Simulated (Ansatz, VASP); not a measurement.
# Al2O3 in VASP and in Ansatz

```xyz
20
Lattice="-4.8086 0.0000 0.0000 -2.4043 -4.1644 0.0000 -2.4043 -1.3881 8.7498" Properties=species:S:1:pos:R:3 pbc="T T T"
Al   -4.8157   -2.7698    6.3220
Al   -7.2190   -4.1581    1.9467
Al   -2.4111   -1.3822    0.2549
Al   -7.2194   -4.1576    4.6301
Al   -2.4102   -1.3811    4.1336
Al   -7.2199   -4.1581    8.5089
Al   -2.4118   -1.3817    6.8166
Al   -4.8145   -2.7695    2.4419
O    -3.8820   -4.1569    3.2892
O    -6.2881   -2.7699    7.6637
O    -5.5505   -4.0451    1.1025
O    -3.1473   -2.6568    5.4772
O    -6.4823   -2.8827    3.2898
O    -4.0799   -1.4956    7.6644
O    -4.0788   -1.2681    3.2891
O    -4.0803   -4.0451    7.6647
O    -5.5512   -1.4953    1.1018
O    -5.5517   -4.2716    5.4770
O    -3.3429   -2.7696    1.1018
O    -5.7476   -1.3811    5.4765
```

Alike in both runs: functional PBE; k mesh 3 × 3 × 3; occupations gaussian, width 0.02 eV; no spin polarisation.

Ansatz relaxed the structure, and its values are those at the end. VASP's run is a single point on that final structure, the one shown.

|  | VASP | Ansatz |
| --- | --- | --- |
| version | VASP 6.6.1 | Ansatz 0.2.0 |
| potentials or method | VASP PAW PBE potentials, release 64 (Al, O), cutoff 520 eV | scalar-relativistic, plane waves, PAW |
| valence electrons in the cell | 96 | 96 |

|  | VASP | Ansatz | Ansatz less VASP |
| --- | --- | --- | --- |
| gap on the k mesh at the Fermi level (eV) | 5.85 | 5.85 | +0.004 |
| least direct gap on the mesh (eV) | 5.85 | 5.85 | +0.004 |
| rms of the force components (eV/Å) | 0.007 | 0.008 | +0.0008 |

The k mesh is coarse, so the values compare programs but aren't converged.
